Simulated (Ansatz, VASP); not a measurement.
# Two plane-wave programs on GaAs

File INCAR:

```
PREC = Accurate
ENCUT = 520
EDIFF = 1E-6
ISMEAR = 0
SIGMA = 0.05
LREAL = F
LASPH = T
NELM = 80
ALGO = Normal
ISIF = 2
LWAVE = F
LCHARG = F
GGA = PE
NBANDS = 16
```

File KPOINTS:

```
regular mesh
0
Gamma
  10 10 10
```

The input POSCAR:

```
GaAs
1.0
    0.0000000000      2.8268500000      2.9399240000
    2.8268500000      0.0000000000      2.9399240000
    2.8268500000      2.8268500000      0.0000000000
Ga As
1 1
Direct
    0.0000000000      0.0000000000      0.0000000000
    0.7500000000      0.7500000000      0.7500000000
```

Input for Ansatz:

```yaml
crystal:
  lattice:
    - [0.0, 2.82685, 2.939924]
    - [2.82685, 0.0, 2.939924]
    - [2.82685, 2.82685, 0.0]
  atoms:
    - { symbol: Ga, position: [0.0, 0.0, 0.0] }
    - { symbol: As, position: [0.75, 0.75, 0.75] }
basis:
  ecutwfc: 420
kpoints:
  mp_grid: { grid: [10, 10, 10] }
hamiltonian:
  xc: pbe
scf:
  occupations: { method: gaussian, width: 0.05 }
output:
  forces: true
  stress: true
  eigenvalues: true
```

Change from the starting cell: strain +0.0400 x Voigt [0, 0, 1, 0, 0, 0], atoms carried along.

Alike in both runs: task single point; functional PBE; k mesh 10 × 10 × 10; occupations gaussian, width 0.05 eV; no spin polarisation.

|  | VASP | Ansatz |
| --- | --- | --- |
| version | VASP 6.6.1 | Ansatz 0.2.0 |
| potentials or method | VASP PAW PBE potentials, release 64 (Ga_d, As), cutoff 520 eV | scalar-relativistic, plane waves, PAW |
| valence electrons in the cell | 18 | 28 |

```tsv
	VASP	Ansatz	Ansatz less VASP
gap on the k mesh at the Fermi level (eV)	0.14	0.14	-0.003
least direct gap on the mesh (eV)	0.14	0.14	-0.003
pressure (GPa)	0.7	0.5	-0.15
traceless stress, the component that is largest in VASP (GPa)	-1.63	-1.63	-0.003
```

VASP's potentials hold 18 valence electrons a cell and Ansatz's 28, so a difference there can come from the potentials and not from the codes.
